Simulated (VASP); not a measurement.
# Mg3Ti (I4/mmm) in VASP: electric field gradients with PBE

Aim: the electric field gradients of Mg3Ti with PBE.

Everything below comes from runs of VASP 6.6.1. Logs are shortened: lines on timing, memory, paths and dates and some standing lists are left out, and cuts for length are marked.

**1. The cell of the first run**

It takes space group I4/mmm (No. 139, tetragonal). Conventional cell: a = 4.402 Å, b = 4.402 Å, c = 8.755 Å, α = 90.00°, β = 90.00°, γ = 90.00°. Mg (site symmetry 4/mmm) has 8 Mg at 3.10 Å and 4 Ti at 3.11 Å within 4.1 Å. Mg (site symmetry -4m2) has 8 Mg at 3.10 to 3.11 Å and 4 Ti at 3.10 Å within 4.1 Å. Within 4.1 Å of Ti (site symmetry 4/mmm) lie 12 Mg at 3.10 to 3.11 Å.

**2. Electric field gradients, PBE, collinear spin, ferromagnetic start**

The input, INCAR:

```
PREC     = Accurate       # precision mode
ENCUT    = 520            # plane-wave cutoff, eV
EDIFF    = 1E-8           # SCF threshold, eV
ISMEAR   = 0              # smearing method
SIGMA    = 0.1            # smearing width, eV
LREAL    = F              # projectors in reciprocal space
LASPH    = T              # aspherical terms in the spheres
NELM     = 150            # most SCF steps
ALGO     = Normal         # electronic algorithm
ISIF     = 2              # what is computed and relaxed
LWAVE    = F              # write WAVECAR
LCHARG   = F              # write CHGCAR
ISPIN    = 2              # spin polarisation
MAGMOM   = 0 0 0 1.56     # initial moments
LORBIT   = 11             # projections on sites
LMAXMIX  = 4              # l up to which the mixer works
GGA      = PE             # functional
LEFG     = T            
NBANDS   = 21             # bands
```

The input, KPOINTS:

```
regular mesh
0
Gamma
  2 2 2
```

The input, POSCAR:

```
Mg3Ti
1.0
   -2.2009700000      2.2009700000      4.3775730000
    2.2009700000     -2.2009700000      4.3775730000
    2.2009700000      2.2009700000     -4.3775730000
Mg Ti
3 1
Direct
    0.5000000000      0.5000000000      0.0000000000
    0.2500000000      0.7500000000      0.5000000000
    0.7500000000      0.2500000000      0.5000000000
    0.0000000000      0.0000000000      0.0000000000
```

Potentials or basis: VASP PAW PBE potentials, release 64 (Mg, Ti_sv).

Started as:

```
> cat potpaw_PBE.64/Mg/POTCAR potpaw_PBE.64/Ti_sv/POTCAR > POTCAR
> mpirun -np 1 vasp_std > vasp.out
```

OUTCAR:

```text
PREC = Accurate
   ENCUT = 520
   EDIFF = 1E-8
   ISMEAR = 0
   LREAL = F
   LASPH = T
   NELM = 150
   ISIF = 2
   ISPIN = 2
   LORBIT = 11
   GGA = PE

 ion  position               nearest neighbor table
   1  0.500  0.500  0.000-   2 3.10   3 3.10   2 3.10   3 3.10   2 3.10   3 3.10   2 3.10   3 3.10
                             4 3.11   4 3.11   4 3.11   4 3.11
   2  0.250  0.750  0.500-   4 3.10   1 3.10   1 3.10   4 3.10   1 3.10   4 3.10   4 3.10   1 3.10
                             3 3.11   3 3.11   3 3.11   3 3.11
   3  0.750  0.250  0.500-   1 3.10   4 3.10   1 3.10   4 3.10   1 3.10   4 3.10   1 3.10   4 3.10
                             2 3.11   2 3.11   2 3.11   2 3.11
   4  0.000  0.000  0.000-   3 3.10   2 3.10   2 3.10   3 3.10   2 3.10   3 3.10   3 3.10   2 3.10
                             1 3.11   1 3.11   1 3.11   1 3.11

  LATTYP: Found a body centered tetragonal cell.
 ALAT       =     4.4019400000
 C/A-ratio  =     1.9889289722

  Lattice vectors:

 A1 = (  -2.2009700000,   2.2009700000,   4.3775730000)
 A2 = (   2.2009700000,  -2.2009700000,   4.3775730000)
 A3 = (   2.2009700000,   2.2009700000,  -4.3775730000)

Analysis of symmetry for initial positions (statically):
=====================================================================
 Subroutine PRICEL returns:
 Original cell was already a primitive cell.

 Routine SETGRP: Setting up the symmetry group for a
 body centered tetragonal supercell.

 Subroutine GETGRP returns: Found 16 space group operations
 (whereof 16 operations were pure point group operations)
 out of a pool of 16 trial point group operations.

The static configuration has the point symmetry D_4h.

Analysis of symmetry for dynamics (positions and initial velocities):
=====================================================================
 Subroutine PRICEL returns:
 Original cell was already a primitive cell.

 Routine SETGRP: Setting up the symmetry group for a
 body centered tetragonal supercell.

 Subroutine GETGRP returns: Found 16 space group operations
 (whereof 16 operations were pure point group operations)
 out of a pool of 16 trial point group operations.

The dynamic configuration has the point symmetry D_4h.

Analysis of structural, dynamic, and magnetic symmetry:
=====================================================================
 Subroutine PRICEL returns:
 Original cell was already a primitive cell.

 Routine SETGRP: Setting up the symmetry group for a
 body centered tetragonal supercell.

 Subroutine GETGRP returns: Found 16 space group operations
 (whereof 16 operations were pure point group operations)
 out of a pool of 16 trial point group operations.

The overall configuration has the point symmetry D_4h.

 Subroutine INISYM returns: Found 16 space group operations
 (whereof 16 operations are pure point group operations),
 and found     1 'primitive' translations

----------------------------------------------------------------------------------------

                                     Primitive cell

  volume of cell :      84.8246

  direct lattice vectors                    reciprocal lattice vectors
    -2.200970000  2.200970000  4.377573000     0.000000000  0.227172565  0.114218541
     2.200970000 -2.200970000  4.377573000     0.227172565  0.000000000  0.114218541
     2.200970000  2.200970000 -4.377573000     0.227172565  0.227172565  0.000000000

  length of vectors
     5.371376290  5.371376290  5.371376290     0.254270032  0.254270032  0.321270522

  position of ions in fractional coordinates (direct lattice)
     0.500000000  0.500000000  0.000000000
     0.250000000  0.750000000  0.500000000
     0.750000000  0.250000000  0.500000000
     0.000000000  0.000000000  0.000000000

  ion indices of the primitive-cell ions
   primitive index   ion index
                 1           1
                 2           2
                 3           3
                 4           4

[... 66 lines left out ...]
   EFERMI_NEDOS =   21; number of points for ismear=-14 and -15
   IALGO  =     38    algorithm
   IMIX   =      4    mixing-type and parameters
     AMIX     =   0.40;   BMIX     =  1.00
     AMIX_MAG =   1.60;   BMIX_MAG =  1.00
  volume/ion in A,a.u.               =      21.21       143.11
  Fermi-wavevector in a.u.,A,eV,Ry     =   0.976469  1.845259 12.973042  0.953492
  Thomas-Fermi vector in A             =   2.107090
   LORBIT       =     11    0 simple, 1 ext, 2 COOP (PROOUT), +10 PAW based schemes
   GGA     = PE    functional components
   LHFCALC =     F    Hartree Fock is set to
   AEXX    =    0.0000 exact exchange contribution
   IVDW    =     0    specifies the selected vdW correction
   LEPSILON=     F    determine dielectric tensor
   LRPA    =     F    only Hartree local field effects (RPA)
 spin polarized calculation
 Gauss-broadening in eV      SIGMA  =   0.10
  energy-cutoff  :      520.00
  volume of cell :       84.82
 maximum number of plane-waves:      2328
 NGX is ok and might be reduce to    40
   NGX = 19   NGY = 19   NGZ = 19

 number of electron      18.0000002 magnetization       1.6323926

 Free energy of the ion-electron system (eV)
  ---------------------------------------------------
  ext. energy  EPLUGINS =         0.00000000
  ---------------------------------------------------
  free energy    TOTEN  =       -11.30174259 eV

  energy without entropy =      -11.27698762  energy(sigma->0) =      -11.28936511

 E-fermi :   3.5382     XC(G=0):  -9.1903

 val. band max:        3.4828581993   @ k =   0.5000   0.0000   0.0000
 cond. band min:       3.6301934274   @ k =   0.5000   0.0000   0.0000
 fundamental gap:      0.1473352281
 Fermi energy:         3.5382052995

 spin component 1

 k-point     1 :       0.0000    0.0000    0.0000
  band No.  band energies     occupation
      1     -54.0139      1.00000
      2     -30.2697      1.00000
      3     -30.2697      1.00000
      4     -30.2592      1.00000
      5      -3.1178      1.00000
      6       2.7833      1.00000
[... 85 lines left out ...]
     20      11.5665      0.00000
     21      11.9236      0.00000
 Fermi energy:         3.5382052995

 spin component 2

 k-point     1 :       0.0000    0.0000    0.0000
  band No.  band energies     occupation
      1     -52.9682      1.00000
      2     -29.2734      1.00000
      3     -29.2734      1.00000
      4     -29.1029      1.00000
      5      -2.9064      1.00000
      6       3.2762      0.99989
[... 85 lines left out ...]
     20      11.7172      0.00000
     21      12.1122      0.00000

------------------------ aborting loop because EDIFF is reached ----------------------------------------

  FORCE on cell =-STRESS in cart. coord.  units (eV):
  Direction    XX          YY          ZZ          XY          YZ          ZX
  --------------------------------------------------------------------------------------
  -------------------------------------------------------------------------------------
  Total       -2.1028866     -2.1028866      5.2316835      0.0000000     -0.0000000      0.0000000
  in kB      -39.7195947    -39.7195947     98.8167150      0.0000000     -0.0000000      0.0000000
  external PRESSURE =       6.4591752 kB  Pullay stress =       0.0000000 kB

 VOLUME and BASIS-vectors are now :
 -----------------------------------------------------------------------------
  energy-cutoff  :      520.00
  volume of cell :       84.82
      direct lattice vectors                 reciprocal lattice vectors
    -2.200970000  2.200970000  4.377573000     0.000000000  0.227172565  0.114218541
     2.200970000 -2.200970000  4.377573000     0.227172565  0.000000000  0.114218541
     2.200970000  2.200970000 -4.377573000     0.227172565  0.227172565  0.000000000

 POSITION                                       TOTAL-FORCE (eV/Angst)
 -----------------------------------------------------------------------------------
      0.00000      0.00000      4.37757         0.000000     -0.000000     -0.000000
      2.20097      0.00000      2.18879        -0.000000      0.000000     -0.000000
      0.00000      2.20097      2.18879         0.000000     -0.000000      0.000000
      0.00000      0.00000      0.00000         0.000000     -0.000000     -0.000000
 -----------------------------------------------------------------------------------
    total drift:                               -0.000000     -0.000000     -0.000000

  FREE ENERGIE OF THE ION-ELECTRON SYSTEM (eV)
  ---------------------------------------------------
  free  energy   TOTEN  =       -11.3017425944 eV

  energy  without entropy=      -11.2769876224  energy(sigma->0) =      -11.28936511

 Electric field gradients (V/A^2)
---------------------------------------------------------------------
 ion       V_xx      V_yy      V_zz      V_xy      V_xz      V_yz
---------------------------------------------------------------------
   1      -1.796    -1.796     3.592    -0.000    -0.000    -0.000
   2       7.532     7.532   -15.064    -0.000    -0.000    -0.000
   3       7.532     7.532   -15.064    -0.000    -0.000    -0.000
   4      17.398    17.398   -34.796     0.002     0.001     0.001
---------------------------------------------------------------------

 Electric field gradients after diagonalization (V/A^2)
 (convention: |V_zz| > |V_xx| > |V_yy|)
----------------------------------------------------------------------
 ion       V_xx      V_yy      V_zz     asymmetry (V_yy - V_xx)/ V_zz
----------------------------------------------------------------------
   1      -1.796    -1.796     3.592       0.000
   2       7.532     7.532   -15.064       0.000
   3       7.532     7.532   -15.064       0.000
   4      17.400    17.396   -34.796       0.000
----------------------------------------------------------------------

           NMR quadrupolar parameters

 Cq : quadrupolar parameter    Cq=e*Q*V_zz/h
 eta: asymmetry parameters     (V_yy - V_xx)/ V_zz
 Q  : nuclear electric quadrupole moment in mb (millibarn)
----------------------------------------------------------------------
 ion       Cq(MHz)       eta       Q (mb)
----------------------------------------------------------------------
   1       0.009       0.000       1.000
   2      -0.036       0.000       1.000
   3      -0.036       0.000       1.000
   4      -0.084       0.000       1.000
----------------------------------------------------------------------

 total charge

# of ion       s       p       d       tot
------------------------------------------
    1        0.230   0.127   0.018   0.375
    2        0.222   0.139   0.016   0.377
    3        0.222   0.139   0.016   0.377
    4        2.190   6.065   1.826  10.081
--------------------------------------------------
tot          2.863   6.470   1.877  11.209

 magnetization (x)

# of ion       s       p       d       tot
------------------------------------------
    1       -0.005   0.008   0.001   0.004
    2       -0.007   0.013   0.002   0.008
    3       -0.007   0.013   0.002   0.008
    4        0.017   0.015   1.059   1.091
--------------------------------------------------
tot         -0.001   0.048   1.064   1.111
```

It took 21 s on 1 thread of Intel Xeon 6975P-C (Granite Rapids), shared host; peak memory 0.27 GiB.

What came out:

| Item | Value |
| --- | --- |
| Free energy | -11.3017 eV |
| Pressure | 0.6 GPa |
| Net moment | 1.63 μB per cell |
| Site moments | Mg +0.00, +0.01; Ti +1.09 μB |
| Valence electrons inside the program's atomic spheres | Mg 0.38; Ti 10.08 |

Electric field gradients, principal values (V/Å²):
| atom | least | middle | greatest (by size) |
| --- | --- | --- | --- |
| 1 Mg | -1.796 | -1.796 | 3.592 |
| 2 Mg | 7.532 | 7.532 | -15.064 |
| 3 Mg | 7.532 | 7.532 | -15.064 |
| 4 Ti | 17.396 | 17.400 | -34.796 |

Caveat: the k points lie up to 1.01 Å⁻¹ apart; without QUAD_EFG the Cq values of the log hold for a quadrupole moment of 1 mb, not for the nuclei.
